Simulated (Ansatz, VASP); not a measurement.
**Two plane-wave programs on HfS2**

```
Hf S
1.0
     3.48508    0.00000    0.00000
    -1.74254    3.01817    0.00000
     0.00000    0.00000    5.64322
Hf S
1 2
Direct
  0.00000 0.00000 0.00000
  0.33333 0.66667 0.26353
  0.66667 0.33333 0.73647
```

Change from the starting cell: hydrostatic strain -4.0%.

Alike in both runs: task single point; functional HSE06; k mesh 6 × 6 × 4; no spin polarisation.

|  | VASP | Ansatz |
| --- | --- | --- |
| version | VASP 6.6.1 | Ansatz 0.2.0 |
| potentials or method | VASP PAW PBE potentials, release 64 (Hf_pv, S) | plane waves, PAW |
| plane-wave cutoff (eV) | 400 | 420 |
| occupations | gaussian, width 0.01 eV | fixed |
| valence electrons in the cell | 22 | 38 |

Ansatz gave:

```
gap on the k mesh at the Fermi level (eV)                     : 1.19
pressure (GPa)                                                : 9.0
traceless stress, the component that is largest in VASP (GPa) : -3.76
rms of the force components (eV/Å)                            : 0.015
```

Problem. Which values does VASP return?

Solution. gap on the k mesh at the Fermi level (eV): 1.19; pressure (GPa): 7.4; traceless stress, the component that is largest in VASP (GPa): -3.55; rms of the force components (eV/Å): 0.088.

Atom by atom the forces differ by 0.073 eV/Å (rms over components). VASP's potentials hold 22 valence electrons a cell and Ansatz's 38, so a difference there can come from the potentials and not from the codes. Ansatz's warnings: stress exchange threshold loose, stress scf threshold loose.

Spin-orbit coupling is off throughout.
